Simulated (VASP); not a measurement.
# AlCu (rocksalt type) (Fm-3m) in VASP: notebook

The runs below take AlCu (rocksalt type) through single point, relaxation of cell and atoms, with PBEsol.

Everything below comes from runs of VASP 6.6.1. Logs are shortened: lines on timing, memory, paths and dates and some standing lists are left out, and cuts for length are marked.

### Step 1. The cell of the first run

The structure is cubic, space group Fm-3m (No. 225). Conventional cell: a = 4.626 Å, b = 4.626 Å, c = 4.626 Å, α = 90.00°, β = 90.00°, γ = 90.00°. Cu (site symmetry m-3m) has 6 Al at 2.31 Å within 3.1 Å. Al (site symmetry m-3m) has 6 Cu at 2.31 Å within 3.1 Å.

### Step 2. Single point, PBEsol (volume scaled by 0.8)

Contents of INCAR:

```
  PREC = Accurate
  ENCUT = 520
  EDIFF = 1E-7
  ISMEAR = -1
  SIGMA = 0.1
  LREAL = False
  LASPH = True
  NELM = 100
  ALGO = Normal
  ISIF = 2
  LWAVE = False
  LCHARG = False
  GGA = PS
  NBANDS = 14
```

Contents of KPOINTS:

```
regular mesh
0
Gamma
  14 14 14
```

Contents of POSCAR:

```
AlCu
1.0
    0.0000000000      2.3129779903      2.3129779903
    2.3129779903      0.0000000000      2.3129779903
    2.3129779903      2.3129779903      0.0000000000
Cu Al
1 1
Direct
    0.0000000000      0.0000000000      0.0000000000
    0.5000000000      0.5000000000      0.5000000000
```

Potentials or basis: VASP PAW PBE potentials, release 64 (Cu, Al).

On the command line:

```bash
$ cat potpaw_PBE.64/Cu/POTCAR potpaw_PBE.64/Al/POTCAR > POTCAR
$ mpirun -np 1 vasp_std > vasp.out
```

OUTCAR:

```text
PREC = Accurate
   ENCUT = 520
   EDIFF = 1E-7
   ISMEAR = -1
   LREAL = False
   LASPH = True
   NELM = 100
   ISIF = 2
   GGA = PS

 ion  position               nearest neighbor table
   1  0.000  0.000  0.000-   2 2.31   2 2.31   2 2.31   2 2.31   2 2.31   2 2.31
   2  0.500  0.500  0.500-   1 2.31   1 2.31   1 2.31   1 2.31   1 2.31   1 2.31

  LATTYP: Found a face centered cubic cell.
 ALAT       =     4.6259559806

  Lattice vectors:

 A1 = (   0.0000000000,   2.3129779903,   2.3129779903)
 A2 = (   2.3129779903,   0.0000000000,   2.3129779903)
 A3 = (   2.3129779903,   2.3129779903,   0.0000000000)

Analysis of symmetry for initial positions (statically):
=====================================================================
 Subroutine PRICEL returns:
 Original cell was already a primitive cell.

 Routine SETGRP: Setting up the symmetry group for a
 face centered cubic supercell.

 Subroutine GETGRP returns: Found 48 space group operations
 (whereof 48 operations were pure point group operations)
 out of a pool of 48 trial point group operations.

The static configuration has the point symmetry O_h .

Analysis of symmetry for dynamics (positions and initial velocities):
=====================================================================
 Subroutine PRICEL returns:
 Original cell was already a primitive cell.

 Routine SETGRP: Setting up the symmetry group for a
 face centered cubic supercell.

 Subroutine GETGRP returns: Found 48 space group operations
 (whereof 48 operations were pure point group operations)
 out of a pool of 48 trial point group operations.

The dynamic configuration has the point symmetry O_h .

 Subroutine INISYM returns: Found 48 space group operations
 (whereof 48 operations are pure point group operations),
 and found     1 'primitive' translations

----------------------------------------------------------------------------------------

                                     Primitive cell

  volume of cell :      24.7483

  direct lattice vectors                    reciprocal lattice vectors
     0.000000000  2.312977990  2.312977990    -0.216171534  0.216171534  0.216171534
     2.312977990  0.000000000  2.312977990     0.216171534 -0.216171534  0.216171534
     2.312977990  2.312977990  0.000000000     0.216171534  0.216171534 -0.216171534

  length of vectors
     3.271044843  3.271044843  3.271044843     0.374420080  0.374420080  0.374420080

  position of ions in fractional coordinates (direct lattice)
     0.000000000  0.000000000  0.000000000
     0.500000000  0.500000000  0.500000000

  ion indices of the primitive-cell ions
   primitive index   ion index
                 1           1
                 2           2

----------------------------------------------------------------------------------------

 KPOINTS: regular mesh

Automatic generation of k-mesh.
 Grid dimensions read from file:
 generate k-points for:   14   14   14

 Generating k-lattice:

  Cartesian coordinates                     Fractional coordinates (reciprocal lattice)
    -0.015440824  0.015440824  0.015440824     0.071428571  0.000000000  0.000000000
     0.015440824 -0.015440824  0.015440824     0.000000000  0.071428571  0.000000000
     0.015440824  0.015440824 -0.015440824     0.000000000  0.000000000  0.071428571

  Length of vectors
     0.026744291  0.026744291  0.026744291

  Shift w.r.t. Gamma in fractional coordinates (k-lattice)
     0.000000000  0.000000000  0.000000000

 Subroutine IBZKPT returns following result:
 ===========================================

 Found    104 irreducible k-points:

 Following reciprocal coordinates:
            Coordinates               Weight
  0.000000  0.000000  0.000000      1.000000
  0.071429  0.000000  0.000000      8.000000
  0.142857  0.000000  0.000000      8.000000
  0.214286  0.000000  0.000000      8.000000
  0.285714  0.000000  0.000000      8.000000
  0.357143  0.000000  0.000000      8.000000
[... 16 lines left out ...]
  0.214286  0.142857  0.000000     24.000000
  0.285714  0.142857  0.000000     24.000000
 [... further k-points ...]
   k-points           NKPTS =    104   k-points in BZ     NKDIM =    104   number of bands    NBANDS=     14
   number of dos      NEDOS =    301   number of ions     NIONS =      2
   total plane-waves  NPLWV =  13824
   dimension x,y,z NGX =    24 NGY =   24 NGZ =   24
   dimension x,y,z NGXF=    48 NGYF=   48 NGZF=   48
   ions per type =               1   1
   NGX,Y,Z   is equivalent  to a cutoff of  12.20, 12.20, 12.20 a.u.
   NGXF,Y,Z  is equivalent  to a cutoff of  24.40, 24.40, 24.40 a.u.
 SYSTEM =  unknown system
   PREC   = accura    normal or accurate (medium, high low for compatibility)
   ISTART =      0    job   : 0-new  1-cont  2-samecut
   ICHARG =      2    charge: 1-file 2-atom 10-const
   ISPIN  =      1    spin polarized calculation?
   LNONCOLLINEAR =      F non collinear calculations
   LSORBIT =      F    spin-orbit coupling
   LASPH  =      T    aspherical Exc in radial PAW
   ENCUT  =  520.0 eV  38.22 Ry    6.18 a.u.   6.08  6.08  6.08*2*pi/ulx,y,z
   NELM   =    100;   NELMIN=  2; NELMDL= -5     # of ELM steps
   EDIFF  = 0.1E-06   stopping-criterion for ELM
   LREAL  =      F    real-space projection
   EDIFFG = 0.1E-05   stopping-criterion for IOM
   NSW    =      0    number of steps for IOM
   IBRION =     -1    ionic relax: 0-MD 1-quasi-New 2-CG
   NFREE  =      0    steps in history (QN), initial steepest desc. (CG)
   ISIF   =      2    stress and relaxation
   ISYM   =      2    0-nonsym 1-usesym 2-fastsym
   POTIM  = 0.5000    time-step for ionic-motion
   TEBEG  =    0.0;   TEEND  =   0.0 temperature during run
   PSTRESS=    0.0 pullay stress
   NELECT =      14.0000    total number of electrons
   NUPDOWN=      -1.0000    fix difference up-down
   EMIN   =  10.00;   EMAX   =-10.00  energy-range for DOS
   EFERMI =   0.00;   METHOD = LEGACY
   ISMEAR =    -1;   SIGMA  =   0.10  broadening in eV -4-tet -1-fermi 0-gaus
   EFERMI_NEDOS =   21; number of points for ismear=-14 and -15
   IALGO  =     38    algorithm
   IMIX   =      4    mixing-type and parameters
     AMIX     =   0.40;   BMIX     =  1.00
     AMIX_MAG =   1.60;   BMIX_MAG =  1.00
  volume/ion in A,a.u.               =      12.37        83.50
  Fermi-wavevector in a.u.,A,eV,Ry     =   1.353950  2.558595 24.941942  1.833181
  Thomas-Fermi vector in A             =   2.481163
   LORBIT       =      0    0 simple, 1 ext, 2 COOP (PROOUT), +10 PAW based schemes
   GGA     = PS    functional components
   LHFCALC =     F    Hartree Fock is set to
   AEXX    =    0.0000 exact exchange contribution
   IVDW    =     0    specifies the selected vdW correction
   LEPSILON=     F    determine dielectric tensor
   LRPA    =     F    only Hartree local field effects (RPA)
 non-spin polarized calculation
  energy-cutoff  :      520.00
  volume of cell :       24.75
 maximum number of plane-waves:       682
   NGX = 13   NGY = 13   NGZ = 13

 number of electron      13.9999990 magnetization

 Free energy of the ion-electron system (eV)
  ---------------------------------------------------
  ext. energy  EPLUGINS =         0.00000000
  ---------------------------------------------------
  free energy    TOTEN  =        -7.37675673 eV

  energy without entropy =       -7.35338176  energy(sigma->0) =       -7.36506924

 E-fermi :   9.4755     XC(G=0): -11.9481

 val. band max:        9.4288312766   @ k =  -0.2857   0.2857   0.0714
 cond. band min:       9.5042355487   @ k =   0.2857   0.0000   0.0000
 fundamental gap:      0.0754042721
 Fermi energy:         9.4754746634

 k-point     1 :       0.0000    0.0000    0.0000
  band No.  band energies     occupation
      1      -2.1009      2.00000
      2       4.8474      2.00000
      3       4.8474      2.00000
      4       4.8474      2.00000
      5       4.8728      2.00000
      6       4.8728      2.00000
      7      16.3172      0.00000
      8      16.3172      0.00000
      9      16.3172      0.00000
     10      19.5359      0.00000
     11      19.5359      0.00000
     12      19.5359      0.00000
     13      20.9456      0.00000
     14      24.3867      0.00000

 k-point     2 :       0.0714    0.0000    0.0000
  band No.  band energies     occupation
      1      -1.9918      2.00000
      2       4.8236      2.00000
      3       4.8465      2.00000
      4       4.8465      2.00000
      5       4.8821      2.00000
      6       4.8821      2.00000
      7      15.3510      0.00000
      8      16.2048      0.00000
      9      16.2048      0.00000
     10      19.2704      0.00000
     11      19.8035      0.00000
     12      19.8035      0.00000
     13      22.1068      0.00000
     14      23.0224      0.00000

 k-point     3 :       0.1429    0.0000    0.0000
  band No.  band energies     occupation
      1      -1.6660      2.00000
      2       4.7541      2.00000
      3       4.7991      2.00000
      4       4.7991      2.00000
      5       4.9548      2.00000
      6       4.9548      2.00000
      7      13.4433      0.00000
      8      15.9627      0.00000
      9      15.9627      0.00000
     10      19.0622      0.00000
     11      20.4030      0.00000
     12      20.4030      0.00000
     13      21.6629      0.00000
     14      21.6629      0.00000

 k-point     4 :       0.2143    0.0000    0.0000
  band No.  band energies     occupation
      1      -1.1294      2.00000
      2       4.6411      2.00000
      3       4.7281      2.00000
      4       4.7281      2.00000
      5       5.0664      2.00000
      6       5.0664      2.00000
      7      11.4122      0.00000
      8      15.7262      0.00000
      9      15.7262      0.00000
     10      18.8892      0.00000
     11      19.9425      0.00000
     12      19.9425      0.00000
     13      21.8675      0.00000
     14      21.8675      0.00000

 k-point     5 :       0.2857    0.0000    0.0000
  band No.  band energies     occupation
      1      -0.3933      2.00000
      2       4.4741      2.00000
      3       4.6505      2.00000
      4       4.6505      2.00000
      5       5.1956      2.00000
      6       5.1956      2.00000
      7       9.5042      0.85718
      8      15.5624      0.00000
      9      15.5624      0.00000
     10      18.7175      0.00000
     11      18.8985      0.00000
[... 276 lines left out ...]
 k-point    22 :       0.1429    0.1429    0.0000
  band No.  band energies     occupation
      1      -1.5231      2.00000
      2       4.7198      2.00000
      3       4.7261      2.00000
      4       4.9238      2.00000
      5       4.9455      2.00000
      6       4.9455      2.00000
      7      14.4056      0.00000
      8      14.4056      0.00000
      9      15.8217      0.00000
     10      17.3431      0.00000
     11      18.6622      0.00000
     12      21.8001      0.00000
     13      21.8001      0.00000
     14      24.3918      0.00000

 k-point    23 :       0.2143    0.1429    0.0000
  band No.  band energies     occupation
      1      -1.1316      2.00000
      2       4.6389      2.00000
      3       4.6515      2.00000
      4       4.8872      2.00000
      5       5.0159      2.00000
      6       5.0568      2.00000
      7      12.9344      0.00000
      8      13.8587      0.00000
      9      15.9467      0.00000
     10      17.2313      0.00000
     11      17.4016      0.00000
     12      22.1800      0.00000
     13      22.4289      0.00000
     14      24.2776      0.00000

 k-point    24 :       0.2857    0.1429    0.0000
  band No.  band energies     occupation
      1      -0.5357      2.00000
      2       4.5124      2.00000
      3       4.5795      2.00000
      4       4.8223      2.00000
      5       5.1257      2.00000
      6       5.1926      2.00000
      7      11.0030      0.00000
      8      13.4944      0.00000
      9      15.6944      0.00000
     10      16.1687      0.00000
     11      18.4002      0.00000
     12      22.0357      0.00000
     13      22.1716      0.00000
     14      24.6947      0.00000

 [... further k-points ...]

------------------------ aborting loop because EDIFF is reached ----------------------------------------

  FORCE on cell =-STRESS in cart. coord.  units (eV):
  Direction    XX          YY          ZZ          XY          YZ          ZX
  --------------------------------------------------------------------------------------
  -------------------------------------------------------------------------------------
  Total        5.0741248      5.0741248      5.0741248      0.0000000      0.0000000     -0.0000000
  in kB      328.4938416    328.4938416    328.4938416      0.0000000      0.0000000     -0.0000000
  external PRESSURE =     328.4938416 kB  Pullay stress =       0.0000000 kB

 VOLUME and BASIS-vectors are now :
 -----------------------------------------------------------------------------
  energy-cutoff  :      520.00
  volume of cell :       24.75
      direct lattice vectors                 reciprocal lattice vectors
     0.000000000  2.312977990  2.312977990    -0.216171534  0.216171534  0.216171534
     2.312977990  0.000000000  2.312977990     0.216171534 -0.216171534  0.216171534
     2.312977990  2.312977990  0.000000000     0.216171534  0.216171534 -0.216171534

 POSITION                                       TOTAL-FORCE (eV/Angst)
 -----------------------------------------------------------------------------------
      0.00000      0.00000      0.00000         0.000000      0.000000     -0.000000
      2.31298      2.31298      2.31298        -0.000000     -0.000000      0.000000
 -----------------------------------------------------------------------------------
    total drift:                                0.000000     -0.000000     -0.000000

  FREE ENERGIE OF THE ION-ELECTRON SYSTEM (eV)
  ---------------------------------------------------
  free  energy   TOTEN  =        -7.3767567255 eV

  energy  without entropy=       -7.3533817633  energy(sigma->0) =       -7.36506924
```

It took 44 s on 1 thread of AMD EPYC 7R43 (Zen 3), shared host; peak memory 0.13 GiB.

What came out:

* Free energy: -7.3768 eV
* Pressure: 32.8 GPa
* Band gap on the k mesh: zero (band 7 reaches 16.32 eV, above the bottom of band 8 at 7.90 eV)

Caveat: the PAW data sets were made with another functional, which shifts forces and pressure a little.

(Part 1 of 2 ends here.)
